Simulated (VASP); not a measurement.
Write the native input for VASP 6.6.1 that does the following.

| Property | Result |
| --- | --- |
| Task | single point |
| Functional | HF |
| Potentials or basis | VASP PAW PBE potentials, release 64 (K_sv, F) |
| Cutoff | 520 eV |
| k mesh | 6 × 6 × 6 |
| Occupations | gaussian, width 0.01 eV |
| Spin | no spin polarisation |
| Dipole correction | no |
| Grid for exact exchange (PRECFOCK) | Normal |
| Further INCAR settings | ALGO = Normal; EDIFF = 1e-06; NBANDS = 15 |
| Share of exact exchange | 1 |

KF:

```
CELL_PARAMETERS angstrom
0.00000 2.65896 2.65896
2.65896 0.00000 2.65896
2.65896 2.65896 0.00000
ATOMIC_POSITIONS crystal
K 0.00000 0.00000 0.00000
F 0.50000 0.50000 0.50000
```

One way to write it, as run:

POSCAR

```
KF
1.0
    0.0000000000      2.6589614660      2.6589614660
    2.6589614660      0.0000000000      2.6589614660
    2.6589614660      2.6589614660      0.0000000000
K F
1 1
Direct
    0.0000000000      0.0000000000      0.0000000000
    0.5000000000      0.5000000000      0.5000000000
```

INCAR.step1

```
PREC = Accurate ; ENCUT = 520
EDIFF = 1E-5 ; ISMEAR = 0
SIGMA = 0.01 ; LREAL = F
LASPH = T ; NELM = 80
ALGO = Normal ; ISIF = 2
LWAVE = T ; LCHARG = F
NBANDS = 15 ; GGA = PE
```

INCAR.step2

```
PREC = Accurate ; ENCUT = 520
EDIFF = 1E-6 ; ISMEAR = 0
SIGMA = 0.01 ; LREAL = F
LASPH = T ; NELM = 80
ALGO = Normal ; ISIF = 2
LWAVE = F ; LCHARG = F
GGA = PE ; LHFCALC = T
AEXX = 1.0 ; ALDAC = 0.0
AGGAC = 0.0 ; PRECFOCK = Normal
NBANDS = 15 ; ISTART = 1
```

KPOINTS

```
regular mesh
0
Gamma
  6 6 6
```

Potentials or basis: VASP PAW PBE potentials, release 64 (K_sv, F).

Run with:

```sh
$ cat potpaw_PBE.64/K_sv/POTCAR potpaw_PBE.64/F/POTCAR > POTCAR
$ cp INCAR.step1 INCAR
$ mpirun -np 1 vasp_std > vasp.out
$ cp INCAR.step2 INCAR
$ mpirun -np 1 vasp_std > vasp.out
```

Results of the run:

```
Pressure               : 2.5 GPa
Band gap on the k mesh : 17.57 eV
```

Caveat: the PAW data sets were made with another functional, which shifts forces and pressure a little.

Run time: 79 min on 1 thread of Intel Xeon 8259CL, on a shared host, peak memory 0.19 GiB.
